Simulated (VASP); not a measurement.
# Al2Cu (P4/mmm) in VASP: notebook, part 2 of 3

VASP 6.6.1. Earlier steps stand in the parts before.

## 3. Single point, r2SCAN (strain +0.000 along x and y, -0.015 along z)

Contents of POSCAR:

```
Al2Cu
1.0
    4.0880282815      0.0000000000      0.0000000000
    0.0000000000      4.0880282815      0.0000000000
    0.0000000000      0.0000000000      2.8085555130
Al Cu
2 1
Direct
    0.5000000000      0.0000000000      0.5000000000
    0.0000000000      0.5000000000      0.5000000000
    0.0000000000      0.0000000000      0.0000000000
```

Contents of INCAR.step1:

```
PREC     = Accurate       # precision mode
ENCUT    = 520            # plane-wave cutoff, eV
ISMEAR   = 0              # smearing method
SIGMA    = 0.15           # smearing width, eV
LREAL    = False          # projectors in reciprocal space
LASPH    = True           # aspherical terms in the spheres
NELM     = 60             # most SCF steps
NBANDS   = 16             # bands
GGA      = PE             # functional
ALGO     = Normal         # electronic algorithm
EDIFF    = 1E-4           # SCF threshold, eV
LWAVE    = True           # write WAVECAR
LCHARG   = False          # write CHGCAR
```

Contents of INCAR.step2:

```
PREC     = Accurate       # precision mode
ENCUT    = 520            # plane-wave cutoff, eV
EDIFF    = 1E-6           # SCF threshold, eV
ISMEAR   = 0              # smearing method
SIGMA    = 0.15           # smearing width, eV
LREAL    = False          # projectors in reciprocal space
LASPH    = True           # aspherical terms in the spheres
NELM     = 60             # most SCF steps
ALGO     = Normal         # electronic algorithm
ISIF     = 2              # what is computed and relaxed
LWAVE    = False          # write WAVECAR
LCHARG   = False          # write CHGCAR
METAGGA  = R2SCAN         # meta-GGA
LMIXTAU  = True         
NBANDS   = 16             # bands
ISTART   = 1
```

Contents of KPOINTS:

```
regular mesh
0
Gamma
  12 12 16
```

Potentials or basis: VASP PAW PBE potentials, release 64 (Al, Cu).

Run with:

```sh
$ cat potpaw_PBE.64/Al/POTCAR potpaw_PBE.64/Cu/POTCAR > POTCAR
$ cp INCAR.step1 INCAR
$ mpirun -np 1 vasp_std > vasp.out
$ cp INCAR.step2 INCAR
$ mpirun -np 1 vasp_std > vasp.out
```

OUTCAR:

```text
PREC = Accurate
   ENCUT = 520
   EDIFF = 1E-6
   ISMEAR = 0
   LREAL = False
   LASPH = True
   NELM = 60
   ISIF = 2
   METAGGA = R2SCAN
   ISTART = 1

 ion  position               nearest neighbor table
   1  0.500  0.000  0.500-   3 2.48   3 2.48   3 2.48   3 2.48   2 2.89   2 2.89   2 2.89   2 2.89

   2  0.000  0.500  0.500-   3 2.48   3 2.48   3 2.48   3 2.48   1 2.89   1 2.89   1 2.89   1 2.89

   3  0.000  0.000  0.000-   1 2.48   2 2.48   1 2.48   2 2.48   2 2.48   2 2.48   1 2.48   1 2.48

  LATTYP: Found a simple tetragonal cell.
 ALAT       =     4.0880282815
 C/A-ratio  =     0.6870195898

  Lattice vectors:

 A1 = (   4.0880282815,   0.0000000000,   0.0000000000)
 A2 = (   0.0000000000,   4.0880282815,   0.0000000000)
 A3 = (   0.0000000000,   0.0000000000,   2.8085555130)

Analysis of symmetry for initial positions (statically):
=====================================================================
 Subroutine PRICEL returns:
 Original cell was already a primitive cell.

 Routine SETGRP: Setting up the symmetry group for a
 simple tetragonal supercell.

 Subroutine GETGRP returns: Found 16 space group operations
 (whereof 16 operations were pure point group operations)
 out of a pool of 16 trial point group operations.

The static configuration has the point symmetry D_4h.

Analysis of symmetry for dynamics (positions and initial velocities):
=====================================================================
 Subroutine PRICEL returns:
 Original cell was already a primitive cell.

 Routine SETGRP: Setting up the symmetry group for a
 simple tetragonal supercell.

 Subroutine GETGRP returns: Found 16 space group operations
 (whereof 16 operations were pure point group operations)
 out of a pool of 16 trial point group operations.

The dynamic configuration has the point symmetry D_4h.

 Subroutine INISYM returns: Found 16 space group operations
 (whereof 16 operations are pure point group operations),
 and found     1 'primitive' translations

----------------------------------------------------------------------------------------

                                     Primitive cell

  volume of cell :      46.9365

  direct lattice vectors                    reciprocal lattice vectors
     4.088028281  0.000000000  0.000000000     0.244616703  0.000000000  0.000000000
     0.000000000  4.088028281  0.000000000     0.000000000  0.244616703  0.000000000
     0.000000000  0.000000000  2.808555513     0.000000000  0.000000000  0.356054917

  length of vectors
     4.088028281  4.088028281  2.808555513     0.244616703  0.244616703  0.356054917

  position of ions in fractional coordinates (direct lattice)
     0.500000000  0.000000000  0.500000000
     0.000000000  0.500000000  0.500000000
     0.000000000  0.000000000  0.000000000

  ion indices of the primitive-cell ions
   primitive index   ion index
                 1           1
                 2           2
                 3           3

----------------------------------------------------------------------------------------

 KPOINTS: regular mesh

Automatic generation of k-mesh.
 Grid dimensions read from file:
 generate k-points for:   12   12   16

 Generating k-lattice:

  Cartesian coordinates                     Fractional coordinates (reciprocal lattice)
     0.020384725  0.000000000  0.000000000     0.083333333  0.000000000  0.000000000
     0.000000000  0.020384725  0.000000000     0.000000000  0.083333333  0.000000000
     0.000000000  0.000000000  0.022253432     0.000000000  0.000000000  0.062500000

  Length of vectors
     0.020384725  0.020384725  0.022253432

  Shift w.r.t. Gamma in fractional coordinates (k-lattice)
     0.000000000  0.000000000  0.000000000

 Subroutine IBZKPT returns following result:
 ===========================================

 Found    252 irreducible k-points:

 Following reciprocal coordinates:
            Coordinates               Weight
  0.000000  0.000000  0.000000      1.000000
  0.083333  0.000000  0.000000      4.000000
  0.166667  0.000000  0.000000      4.000000
  0.250000  0.000000  0.000000      4.000000
  0.333333  0.000000  0.000000      4.000000
  0.416667  0.000000  0.000000      4.000000
[... 16 lines left out ...]
  0.333333  0.333333  0.000000      4.000000
  0.416667  0.333333  0.000000      8.000000
 [... further k-points ...]
   k-points           NKPTS =    252   k-points in BZ     NKDIM =    252   number of bands    NBANDS=     16
   number of dos      NEDOS =    301   number of ions     NIONS =      3
   total plane-waves  NPLWV =  21600
   dimension x,y,z NGX =    30 NGY =   30 NGZ =   24
   dimension x,y,z NGXF=    60 NGYF=   60 NGZF=   48
   ions per type =               2   1
   NGX,Y,Z   is equivalent  to a cutoff of  12.20, 12.20, 14.21 a.u.
   NGXF,Y,Z  is equivalent  to a cutoff of  24.40, 24.40, 28.41 a.u.
 SYSTEM =  unknown system
   PREC   = accura    normal or accurate (medium, high low for compatibility)
   ISTART =      1    job   : 0-new  1-cont  2-samecut
   ICHARG =      0    charge: 1-file 2-atom 10-const
   ISPIN  =      1    spin polarized calculation?
   LNONCOLLINEAR =      F non collinear calculations
   LSORBIT =      F    spin-orbit coupling
   LASPH  =      T    aspherical Exc in radial PAW
   ENCUT  =  520.0 eV  38.22 Ry    6.18 a.u.   7.60  7.60  5.22*2*pi/ulx,y,z
   NELM   =     60;   NELMIN=  2; NELMDL=  0     # of ELM steps
   EDIFF  = 0.1E-05   stopping-criterion for ELM
   LREAL  =      F    real-space projection
   EDIFFG = 0.1E-04   stopping-criterion for IOM
   NSW    =      0    number of steps for IOM
   IBRION =     -1    ionic relax: 0-MD 1-quasi-New 2-CG
   NFREE  =      0    steps in history (QN), initial steepest desc. (CG)
   ISIF   =      2    stress and relaxation
   ISYM   =      2    0-nonsym 1-usesym 2-fastsym
   POTIM  = 0.5000    time-step for ionic-motion
   TEBEG  =    0.0;   TEEND  =   0.0 temperature during run
   PSTRESS=    0.0 pullay stress
   NELECT =      17.0000    total number of electrons
   NUPDOWN=      -1.0000    fix difference up-down
   EMIN   =  10.00;   EMAX   =-10.00  energy-range for DOS
   EFERMI =   0.00;   METHOD = LEGACY
   ISMEAR =     0;   SIGMA  =   0.15  broadening in eV -4-tet -1-fermi 0-gaus
   EFERMI_NEDOS =   21; number of points for ismear=-14 and -15
   IALGO  =     38    algorithm
   IMIX   =      4    mixing-type and parameters
     AMIX     =   0.40;   BMIX     =  1.00
     AMIX_MAG =   1.60;   BMIX_MAG =  1.00
  volume/ion in A,a.u.               =      15.65       105.58
  Fermi-wavevector in a.u.,A,eV,Ry     =   1.166955  2.205226 18.528204  1.361785
  Thomas-Fermi vector in A             =   2.303462
   LORBIT       =      0    0 simple, 1 ext, 2 COOP (PROOUT), +10 PAW based schemes
   METAGGA = R2SCAN    functional components
   LHFCALC =     F    Hartree Fock is set to
   AEXX    =    0.0000 exact exchange contribution
   IVDW    =     0    specifies the selected vdW correction
   LEPSILON=     F    determine dielectric tensor
   LRPA    =     F    only Hartree local field effects (RPA)
 non-spin polarized calculation
 Gauss-broadening in eV      SIGMA  =   0.15
  energy-cutoff  :      520.00
  volume of cell :       46.94
 maximum number of plane-waves:      1280
   NGX = 15   NGY = 15   NGZ = 11

 number of electron      16.9999989 magnetization

 Free energy of the ion-electron system (eV)
  ---------------------------------------------------
  ext. energy  EPLUGINS =         0.00000000
  ---------------------------------------------------
  free energy    TOTEN  =       -24.41663407 eV

  energy without entropy =      -24.40863372  energy(sigma->0) =      -24.41263389

 E-fermi :   7.4750     XC(G=0): -11.2827

 val. band max:        7.4712547729   @ k =   0.3333   0.2500   0.2500
 cond. band min:       7.4896240569   @ k =   0.1667   0.1667   0.4375
 fundamental gap:      0.0183692840
 Fermi energy:         7.4750441999

 k-point     1 :       0.0000    0.0000    0.0000
  band No.  band energies     occupation
      1      -3.8871      2.00000
      2       1.6539      2.00000
      3       2.1764      2.00000
      4       2.8780      2.00000
      5       3.1899      2.00000
      6       3.1899      2.00000
[... 8 lines left out ...]
     15      15.0879      0.00000
     16      21.7959      0.00000
[... 419 lines left out ...]
 k-point    24 :       0.4167    0.3333    0.0000
  band No.  band energies     occupation
      1      -1.4955      2.00000
      2       0.3134      2.00000
      3       1.3400      2.00000
      4       2.1881      2.00000
      5       2.8595      2.00000
      6       3.1707      2.00000
[... 8 lines left out ...]
     15      19.1231      0.00000
     16      19.6809      0.00000

 [... further k-points ...]
[... 5 lines left out ...]
  --------------------------------------------------------------------------------------
  -------------------------------------------------------------------------------------
  Total        0.2894196      0.2894196      0.6862976      0.0000000      0.0000000      0.0000000
  in kB        9.8793350      9.8793350     23.4267627      0.0000000      0.0000000      0.0000000
  external PRESSURE =      14.3951442 kB  Pullay stress =       0.0000000 kB

 VOLUME and BASIS-vectors are now :
 -----------------------------------------------------------------------------
  energy-cutoff  :      520.00
  volume of cell :       46.94
      direct lattice vectors                 reciprocal lattice vectors
     4.088028281  0.000000000  0.000000000     0.244616703  0.000000000  0.000000000
     0.000000000  4.088028281  0.000000000     0.000000000  0.244616703  0.000000000
     0.000000000  0.000000000  2.808555513     0.000000000  0.000000000  0.356054917

 POSITION                                       TOTAL-FORCE (eV/Angst)
 -----------------------------------------------------------------------------------
      2.04401      0.00000      1.40428         0.000000      0.000000      0.000000
      0.00000      2.04401      1.40428         0.000000      0.000000      0.000000
      0.00000      0.00000      0.00000         0.000000      0.000000      0.000000
 -----------------------------------------------------------------------------------
    total drift:                               -0.000000     -0.000000     -0.000000

  FREE ENERGIE OF THE ION-ELECTRON SYSTEM (eV)
  ---------------------------------------------------
  free  energy   TOTEN  =       -24.4166340670 eV

  energy  without entropy=      -24.4086337170  energy(sigma->0) =      -24.41263389
```

Run time: 6.2 min. Hardware: 1 thread of AMD EPYC 9R45 (Zen 5), shared host; peak memory 0.27 GiB.

What came out:

* Free energy: -24.4166 eV
* Pressure: 1.4 GPa
* Band gap on the k mesh: zero (an odd number of electrons rules out a gap without spin polarisation)

Stress tensor (GPa, compression positive):
```
0.99 0.00 0.00
0.00 0.99 0.00
0.00 0.00 2.34
```

Caveat: the cell differs from its parent crystal (strain +0.000 along x and y, -0.015 along z); the PAW data sets were made with another functional, which shifts forces and pressure a little.

## 4. Single point, r2SCAN (strain -0.015 along x and y, +0.015 along z)

Contents of POSCAR:

```
Al2Cu
1.0
    4.0267078573      0.0000000000      0.0000000000
    0.0000000000      4.0267078573      0.0000000000
    0.0000000000      0.0000000000      2.8940952748
Al Cu
2 1
Direct
    0.5000000000      0.0000000000      0.5000000000
    0.0000000000      0.5000000000      0.5000000000
    0.0000000000      0.0000000000      0.0000000000
```

Contents of INCAR.step1:

```
ALGO = Normal
EDIFF = 1E-4
ENCUT = 520
GGA = PE
ISMEAR = 0
LASPH = True
LCHARG = False
LREAL = False
LWAVE = True
NBANDS = 16
NELM = 60
PREC = Accurate
SIGMA = 0.15
```

Contents of INCAR.step2:

```
ALGO = Normal
EDIFF = 1E-7
ENCUT = 520
ISIF = 2
ISMEAR = 0
ISTART = 1
LASPH = True
LCHARG = False
LMIXTAU = True
LREAL = False
LWAVE = False
METAGGA = R2SCAN
NBANDS = 16
NELM = 60
PREC = Accurate
SIGMA = 0.15
```

Contents of KPOINTS:

```
k-points
0
Gamma
  12 12 16
```

Run with:

```sh
$ cat potpaw_PBE.64/Al/POTCAR potpaw_PBE.64/Cu/POTCAR > POTCAR
$ cp INCAR.step1 INCAR
$ mpirun -np 1 vasp_std > vasp.out
$ cp INCAR.step2 INCAR
$ mpirun -np 1 vasp_std > vasp.out
```

It took 8.6 min on 1 thread of AMD EPYC 9R45 (Zen 5), shared host; peak memory 0.28 GiB.

Results (log left out):

```yaml
Free_energy: -24.4028 eV
Pressure: 1.6 GPa
Band_gap_on_the_k_mesh: zero (an odd number of electrons rules out a gap without spin polarisation)
```

Stress tensor (GPa, compression positive):
```
 2.83  0.00  0.00
 0.00  2.83  0.00
 0.00  0.00 -0.92
```

Levels at points of the mesh, in eV from the Fermi level:
```csv
k point,band 7,band 8,band 9,band 10,band 11,band 12
"(0.00, 0.00, 0.00)",-2.47,-2.47,0.45,1.17,6.14,7.17
"(0.50, 0.00, 0.00)",-4.26,-1.01,1.84,2.18,2.55,7.66
"(0.50, 0.50, 0.00)",-4.30,-4.30,-2.53,9.13,9.13,9.61
"(0.00, 0.00, 0.50)",-3.22,2.75,2.75,2.95,2.95,2.99
"(0.50, 0.00, 0.50)",-3.30,-2.66,-1.79,4.00,4.33,4.71
"(0.50, 0.50, 0.50)",-2.42,-2.42,-1.14,-0.91,0.19,0.19
```

Caveat: the cell differs from its parent crystal (strain -0.015 along x and y, +0.015 along z); the PAW data sets were made with another functional, which shifts forces and pressure a little.

(Part 2 of 3 ends here.)
